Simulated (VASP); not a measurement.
Wanted: the native input for a VASP 6.6.1 run.

```yaml
Task: single point
Functional: PBE
Potentials_or_basis: VASP PAW PBE potentials, release 64 (In_d, Sb, Te)
Cutoff: 520 eV
k_mesh: 4 × 4 × 4
Occupations: gaussian, width 0.1 eV
Spin: no spin polarisation
Dipole_correction: no
Further_INCAR_settings: ALGO = Normal; EDIFF = 1e-07; NBANDS = 26
```

The structure of InSbTe3 lies in POSCAR:

```
InSbTe3
1.0
    5.8072405669      0.0000000000      0.0000000000
    0.0000000000      5.8072405669      0.0000000000
    0.0000000000      0.0000000000      5.8072405669
In Sb Te
1 1 3
Direct
    0.5000000000      0.5000000000      0.5000000000
    0.0000000000      0.0000000000      0.0000000000
    0.5000000000      0.0000000000      0.0000000000
    0.0000000000      0.5000000000      0.0000000000
    0.0000000000      0.0000000000      0.5000000000
```

The cell was built from a structure type or drawn by symmetry, and may not be a known phase.

One way to write it, as run:

INCAR

```
SYSTEM = InSbTe3
PREC = Accurate
ENCUT = 520
EDIFF = 1E-7
ISMEAR = 0
SIGMA = 0.1
LREAL = .False.
LASPH = .True.
NELM = 100
ALGO = Normal
ISIF = 2
LWAVE = .False.
LCHARG = .False.
GGA = PE
NBANDS = 26
```

KPOINTS

```
regular mesh
0
Gamma
  4 4 4
  0 0 0
```

Potentials or basis: VASP PAW PBE potentials, release 64 (In_d, Sb, Te).

Launch:

```sh
$ cat potpaw_PBE.64/In_d/POTCAR potpaw_PBE.64/Sb/POTCAR potpaw_PBE.64/Te/POTCAR > POTCAR
$ mpirun -np 1 vasp_std > vasp.out
```

It gave:

- Pressure: 0.3 GPa
- Band gap on the k mesh: zero (bands 18 and 19 overlap by 1.11 eV)

Caveat: spin-orbit coupling is left out, which moves the levels of the heavy elements.

Wall time 110 s on 1 thread of Intel Xeon 8259CL, on a shared host, peak memory 0.34 GiB.
